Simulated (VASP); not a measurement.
# SiC (Moissanite 3C) (F-43m) in VASP: further runs

Runs on SiC (Moissanite 3C). Level: PBEsol. Tasks: single point.

All numbers are computed with VASP 6.6.1; they aren't measurements. Logs are shortened: lines on timing, memory, paths and dates and some standing lists are left out, and cuts for length are marked.

**Measured values to compare with.**

“Insight into the structural, elastic and electronic properties of a new orthorhombic 6O-SiC polytype”, 2020, pmc:7200658 quotes, for a bulk crystal of SiC: band gap 2.4 eV (indirect).

The results are compared with them further down.

## 1. The cell of the first run

It takes space group F-43m (No. 216, cubic). The conventional cell has a = 4.358 Å, b = 4.358 Å, c = 4.358 Å, α = 90.00°, β = 90.00°, γ = 90.00°. Si (site symmetry -43m) has 4 C at 1.89 Å within 2.5 Å. C (site symmetry -43m) has 4 Si at 1.89 Å within 2.5 Å.

## 2. Single point, PBEsol

INCAR

```
SYSTEM = SiC
PREC = Accurate
ENCUT = 600
EDIFF = 1E-6
ISMEAR = 0
SIGMA = 0.01
LREAL = .FALSE.
LASPH = .TRUE.
NELM = 120
ALGO = Normal
ISIF = 2
LWAVE = .FALSE.
LCHARG = .TRUE.
GGA = PS
LELF = .TRUE.
LVHAR = .TRUE.
NBANDS = 11
GGA_COMPAT = .FALSE.
```

KPOINTS

```
Automatic mesh
0
G
  4 4 4
  0 0 0
```

POSCAR

```
SiC
1.0
    0.0000000000      2.1790000000      2.1790000000
    2.1790000000      0.0000000000      2.1790000000
    2.1790000000      2.1790000000      0.0000000000
Si C
1 1
Direct
    0.0000000000      0.0000000000      0.0000000000
    0.2500000000      0.2500000000      0.2500000000
```

Potentials or basis: VASP PAW PBE potentials, release 64 (Si, C).

On the command line:

```console
> cat potpaw_PBE.64/Si/POTCAR potpaw_PBE.64/C/POTCAR > POTCAR
> mpirun -np 1 vasp_std > vasp.out
```

OUTCAR:

```text
SYSTEM = SiC
   PREC = Accurate
   ENCUT = 600
   EDIFF = 1E-6
   ISMEAR = 0
   LREAL = .FALSE.
   LASPH = .TRUE.
   NELM = 120
   ISIF = 2
   GGA = PS

 ion  position               nearest neighbor table
   1  0.000  0.000  0.000-   2 1.89   2 1.89   2 1.89   2 1.89
   2  0.250  0.250  0.250-   1 1.89   1 1.89   1 1.89   1 1.89

  LATTYP: Found a face centered cubic cell.
 ALAT       =     4.3580000000

  Lattice vectors:

 A1 = (   0.0000000000,   2.1790000000,   2.1790000000)
 A2 = (   2.1790000000,   0.0000000000,   2.1790000000)
 A3 = (   2.1790000000,   2.1790000000,   0.0000000000)

Analysis of symmetry for initial positions (statically):
=====================================================================
 Subroutine PRICEL returns:
 Original cell was already a primitive cell.

 Routine SETGRP: Setting up the symmetry group for a
 face centered cubic supercell.

 Subroutine GETGRP returns: Found 24 space group operations
 (whereof 24 operations were pure point group operations)
 out of a pool of 48 trial point group operations.

The static configuration has the point symmetry T_d .

Analysis of symmetry for dynamics (positions and initial velocities):
=====================================================================
 Subroutine PRICEL returns:
 Original cell was already a primitive cell.

 Routine SETGRP: Setting up the symmetry group for a
 face centered cubic supercell.

 Subroutine GETGRP returns: Found 24 space group operations
 (whereof 24 operations were pure point group operations)
 out of a pool of 48 trial point group operations.

The dynamic configuration has the point symmetry T_d .

 Subroutine INISYM returns: Found 24 space group operations
 (whereof 24 operations are pure point group operations),
 and found     1 'primitive' translations

----------------------------------------------------------------------------------------

                                     Primitive cell

  volume of cell :      20.6920

  direct lattice vectors                    reciprocal lattice vectors
     0.000000000  2.179000000  2.179000000    -0.229463056  0.229463056  0.229463056
     2.179000000  0.000000000  2.179000000     0.229463056 -0.229463056  0.229463056
     2.179000000  2.179000000  0.000000000     0.229463056  0.229463056 -0.229463056

  length of vectors
     3.081571352  3.081571352  3.081571352     0.397441672  0.397441672  0.397441672

  position of ions in fractional coordinates (direct lattice)
     0.000000000  0.000000000  0.000000000
     0.250000000  0.250000000  0.250000000

  ion indices of the primitive-cell ions
   primitive index   ion index
                 1           1
                 2           2

----------------------------------------------------------------------------------------

 KPOINTS: Automatic mesh

Automatic generation of k-mesh.
 Grid dimensions read from file:
 generate k-points for:    4    4    4

 Generating k-lattice:

  Cartesian coordinates                     Fractional coordinates (reciprocal lattice)
    -0.057365764  0.057365764  0.057365764     0.250000000  0.000000000  0.000000000
     0.057365764 -0.057365764  0.057365764     0.000000000  0.250000000  0.000000000
     0.057365764  0.057365764 -0.057365764     0.000000000  0.000000000  0.250000000

  Length of vectors
     0.099360418  0.099360418  0.099360418

  Shift w.r.t. Gamma in fractional coordinates (k-lattice)
     0.000000000  0.000000000  0.000000000

 Subroutine IBZKPT returns following result:
 ===========================================

 Found      8 irreducible k-points:

 Following reciprocal coordinates:
            Coordinates               Weight
  0.000000  0.000000  0.000000      1.000000
  0.250000  0.000000  0.000000      8.000000
  0.500000  0.000000  0.000000      4.000000
  0.250000  0.250000  0.000000      6.000000
  0.500000  0.250000  0.000000     24.000000
 -0.250000  0.250000  0.000000     12.000000
  0.500000  0.500000  0.000000      3.000000
 -0.250000  0.500000  0.250000      6.000000
   k-points           NKPTS =      8   k-points in BZ     NKDIM =      8   number of bands    NBANDS=     11
   number of dos      NEDOS =    301   number of ions     NIONS =      2
   total plane-waves  NPLWV =  21952
   dimension x,y,z NGX =    28 NGY =   28 NGZ =   28
   dimension x,y,z NGXF=    56 NGYF=   56 NGZF=   56
   ions per type =               1   1
   NGX,Y,Z   is equivalent  to a cutoff of  15.11, 15.11, 15.11 a.u.
   NGXF,Y,Z  is equivalent  to a cutoff of  30.21, 30.21, 30.21 a.u.
 SYSTEM =  SiC
   PREC   = accura    normal or accurate (medium, high low for compatibility)
   ISTART =      0    job   : 0-new  1-cont  2-samecut
   ICHARG =      2    charge: 1-file 2-atom 10-const
   ISPIN  =      1    spin polarized calculation?
   LNONCOLLINEAR =      F non collinear calculations
   LSORBIT =      F    spin-orbit coupling
   LASPH  =      T    aspherical Exc in radial PAW
   ENCUT  =  600.0 eV  44.10 Ry    6.64 a.u.   6.15  6.15  6.15*2*pi/ulx,y,z
   NELM   =    120;   NELMIN=  2; NELMDL= -5     # of ELM steps
   EDIFF  = 0.1E-05   stopping-criterion for ELM
   LREAL  =      F    real-space projection
[... 7 lines left out ...]
   TEBEG  =    0.0;   TEEND  =   0.0 temperature during run
   PSTRESS=    0.0 pullay stress
   NELECT =       8.0000    total number of electrons
   NUPDOWN=      -1.0000    fix difference up-down
   EMIN   =  10.00;   EMAX   =-10.00  energy-range for DOS
   EFERMI =   0.00;   METHOD = LEGACY
   ISMEAR =     0;   SIGMA  =   0.01  broadening in eV -4-tet -1-fermi 0-gaus
   EFERMI_NEDOS =   21; number of points for ismear=-14 and -15
   IALGO  =     38    algorithm
   IMIX   =      4    mixing-type and parameters
     AMIX     =   0.40;   BMIX     =  1.00
     AMIX_MAG =   1.60;   BMIX_MAG =  1.00
  volume/ion in A,a.u.               =      10.35        69.82
  Fermi-wavevector in a.u.,A,eV,Ry     =   1.192626  2.253736 19.352338  1.422357
  Thomas-Fermi vector in A             =   2.328660
   LORBIT       =      0    0 simple, 1 ext, 2 COOP (PROOUT), +10 PAW based schemes
   GGA     = PS    functional components
   LHFCALC =     F    Hartree Fock is set to
   AEXX    =    0.0000 exact exchange contribution
   IVDW    =     0    specifies the selected vdW correction
   LEPSILON=     F    determine dielectric tensor
   LRPA    =     F    only Hartree local field effects (RPA)
 non-spin polarized calculation
 Gauss-broadening in eV      SIGMA  =   0.01
  energy-cutoff  :      600.00
  volume of cell :       20.69
 maximum number of plane-waves:       701
 NGX is ok and might be reduce to    28
   NGX = 13   NGY = 13   NGZ = 13

 number of electron       8.0000000 magnetization

 Free energy of the ion-electron system (eV)
  ---------------------------------------------------
  ext. energy  EPLUGINS =         0.00000000
  ---------------------------------------------------
  free energy    TOTEN  =       -15.78500193 eV

  energy without entropy =      -15.78500193  energy(sigma->0) =      -15.78500193

 E-fermi :   8.1754     XC(G=0): -11.4922

 val. band max:        8.1158672397   @ k =   0.0000   0.0000   0.0000
 cond. band min:       9.2962063501   @ k =   0.5000   0.5000   0.0000
 fundamental gap:      1.1803391105
 Fermi energy:         8.1753550727

 k-point     1 :       0.0000    0.0000    0.0000
  band No.  band energies     occupation
      1      -7.3369      2.00000
      2       8.1159      2.00000
      3       8.1159      2.00000
      4       8.1159      2.00000
      5      14.2877      0.00000
      6      15.3059      0.00000
      7      15.3059      0.00000
      8      15.3059      0.00000
      9      22.5213      0.00000
     10      22.5213      0.00000
     11      24.3279      0.00000

 k-point     2 :       0.2500    0.0000    0.0000
  band No.  band energies     occupation
      1      -6.1332      2.00000
      2       3.7805      2.00000
      3       7.5018      2.00000
      4       7.5018      2.00000
      5      14.0051      0.00000
      6      15.9030      0.00000
      7      15.9030      0.00000
      8      17.3753      0.00000
      9      21.0938      0.00000
     10      21.0938      0.00000
     11      23.0040      0.00000

 k-point     3 :       0.5000    0.0000    0.0000
  band No.  band energies     occupation
      1      -3.7193      2.00000
      2      -0.5199      2.00000
      3       7.0529      2.00000
      4       7.0529      2.00000
      5      13.4562      0.00000
      6      15.2018      0.00000
      7      15.2018      0.00000
      8      18.0019      0.00000
      9      24.1008      0.00000
     10      25.2103      0.00000
     11      25.2103      0.00000

 k-point     4 :       0.2500    0.2500    0.0000
  band No.  band energies     occupation
      1      -5.7288      2.00000
      2       4.7635      2.00000
      3       6.1521      2.00000
      4       6.1521      2.00000
      5      12.0138      0.00000
      6      14.3074      0.00000
      7      18.6024      0.00000
      8      18.6024      0.00000
      9      19.5197      0.00000
     10      24.3322      0.00000
     11      28.4021      0.00000

 k-point     5 :       0.5000    0.2500    0.0000
  band No.  band energies     occupation
      1      -3.3428      2.00000
      2       0.9922      2.00000
      3       4.1021      2.00000
      4       5.7754      2.00000
      5      11.6808      0.00000
      6      15.9663      0.00000
      7      18.4925      0.00000
      8      18.5172      0.00000
      9      21.9511      0.00000
     10      25.5256      0.00000
     11      28.1443      0.00000

 k-point     6 :      -0.2500    0.2500    0.0000
  band No.  band energies     occupation
      1      -4.2849      2.00000
      2       2.1332      2.00000
      3       3.7063      2.00000
      4       6.9176      2.00000
      5      13.4943      0.00000
      6      16.7725      0.00000
      7      17.0321      0.00000
      8      17.8954      0.00000
      9      20.2565      0.00000
     10      23.4230      0.00000
     11      27.7365      0.00000

 k-point     7 :       0.5000    0.5000    0.0000
  band No.  band energies     occupation
      1      -2.2487      2.00000
      2       0.2491      2.00000
      3       4.8870      2.00000
      4       4.8870      2.00000
      5       9.2962      0.00000
      6      12.2665      0.00000
      7      22.0429      0.00000
      8      22.0429      0.00000
      9      22.8015      0.00000
     10      28.1104      0.00000
     11      30.2306      0.00000

 k-point     8 :      -0.2500    0.5000    0.2500
  band No.  band energies     occupation
      1      -2.0053      2.00000
      2       1.0443      2.00000
      3       3.0371      2.00000
      4       3.3327      2.00000
      5      13.2023      0.00000
      6      17.4368      0.00000
      7      17.5189      0.00000
      8      17.7026      0.00000
      9      22.2471      0.00000
     10      25.4183      0.00000
     11      29.1224      0.00000

------------------------ aborting loop because EDIFF is reached ----------------------------------------

  FORCE on cell =-STRESS in cart. coord.  units (eV):
  Direction    XX          YY          ZZ          XY          YZ          ZX
  --------------------------------------------------------------------------------------
  -------------------------------------------------------------------------------------
  Total        0.0571152      0.0571152      0.0571152     -0.0000000      0.0000000     -0.0000000
  in kB        4.4224264      4.4224264      4.4224264     -0.0000000      0.0000000     -0.0000000
  external PRESSURE =       4.4224264 kB  Pullay stress =       0.0000000 kB

 VOLUME and BASIS-vectors are now :
 -----------------------------------------------------------------------------
  energy-cutoff  :      600.00
  volume of cell :       20.69
      direct lattice vectors                 reciprocal lattice vectors
     0.000000000  2.179000000  2.179000000    -0.229463056  0.229463056  0.229463056
     2.179000000  0.000000000  2.179000000     0.229463056 -0.229463056  0.229463056
     2.179000000  2.179000000  0.000000000     0.229463056  0.229463056 -0.229463056

 POSITION                                       TOTAL-FORCE (eV/Angst)
 -----------------------------------------------------------------------------------
      0.00000      0.00000      0.00000         0.000000      0.000000      0.000000
      1.08950      1.08950      1.08950        -0.000000     -0.000000     -0.000000
 -----------------------------------------------------------------------------------
    total drift:                               -0.000000     -0.000000     -0.000000

  FREE ENERGIE OF THE ION-ELECTRON SYSTEM (eV)
  ---------------------------------------------------
  free  energy   TOTEN  =       -15.7850019282 eV

  energy  without entropy=      -15.7850019282  energy(sigma->0) =      -15.78500193
```

It used 5.8 s of CPU time on 1 thread of AMD EPYC 7R13 Processor (Zen 3) (shared host).

What came out:

| Quantity | Value |
| --- | --- |
| Free energy | -15.7850 eV |
| Pressure | 0.4 GPa |
| Band gap on the k mesh | 1.18 eV, indirect (least direct gap 4.41 eV) |

Levels at points of the mesh, in eV from the valence-band top:
| k point | band 1 | band 2 | band 3 | band 4 | band 5 | band 6 | band 7 | band 8 | band 9 |
| --- | --- | --- | --- | --- | --- | --- | --- | --- | --- |
| (0.00, 0.00, 0.00) | -15.45 | 0.00 | 0.00 | 0.00 | 6.17 | 7.19 | 7.19 | 7.19 | 14.41 |
| (0.50, 0.00, 0.00) | -11.84 | -8.64 | -1.06 | -1.06 | 5.34 | 7.09 | 7.09 | 9.89 | 15.98 |
| (0.50, 0.50, 0.00) | -10.36 | -7.87 | -3.23 | -3.23 | 1.18 | 4.15 | 13.93 | 13.93 | 14.69 |

Caveat: the k points lie up to 0.62 Å⁻¹ apart; the PAW data sets were made with another functional, which shifts forces and pressure a little.

## 3. Single point, PBEsol

INCAR

```
ALGO = Normal
EDIFF = 1E-6
ENCUT = 600
GGA = PS
GGA_COMPAT = F
ISIF = 2
ISMEAR = 0
LASPH = T
LCHARG = T
LELF = T
LREAL = F
LVHAR = T
LWAVE = F
NBANDS = 11
NELM = 120
PREC = Accurate
SIGMA = 0.01
```

KPOINTS

```
k-points
0
Gamma
  6 6 6
```

POSCAR is that of step 2.

Potentials or basis: VASP PAW PBE potentials, release 64 (Si, C).

On the command line:

```console
> cat potpaw_PBE.64/Si/POTCAR potpaw_PBE.64/C/POTCAR > POTCAR
> mpirun -np 1 vasp_std > vasp.out
```

It used 9.2 s of CPU time on 1 thread of AMD EPYC 7R13 Processor (Zen 3), on a shared host.

The run converged. Its results:

| Item | Value |
| --- | --- |
| Free energy | -15.9048 eV |
| Pressure | 0.1 GPa |
| Band gap on the k mesh | 1.23 eV, indirect (least direct gap 4.44 eV) |

Levels at points of the mesh, in eV from the valence-band top:
```csv
k point,band 1,band 2,band 3,band 4,band 5,band 6,band 7,band 8
"(0.00, 0.00, 0.00)",-15.43,0.00,0.00,0.00,6.18,7.24,7.24,7.24
"(0.50, 0.00, 0.00)",-11.82,-8.60,-1.06,-1.06,5.37,7.13,7.13,9.91
"(0.50, 0.50, 0.00)",-10.36,-7.84,-3.21,-3.21,1.23,4.19,13.95,13.95
```

Caveat: the PAW data sets were made with another functional, which shifts forces and pressure a little.

## 4. How close it comes

Step 3. Measured gap of SiC: 2.4 eV (indirect; quoted in “Insight into the structural, elastic and electronic properties of a new orthorhombic 6O-SiC polytype”, 2020, pmc:7200658). This calculation gives 1.23 eV (-1.17 eV). The value is that of PBEsol on a finite k mesh, which can miss the band edges, without temperature or zero-point motion. Semilocal functionals fall short of measured gaps as a rule.
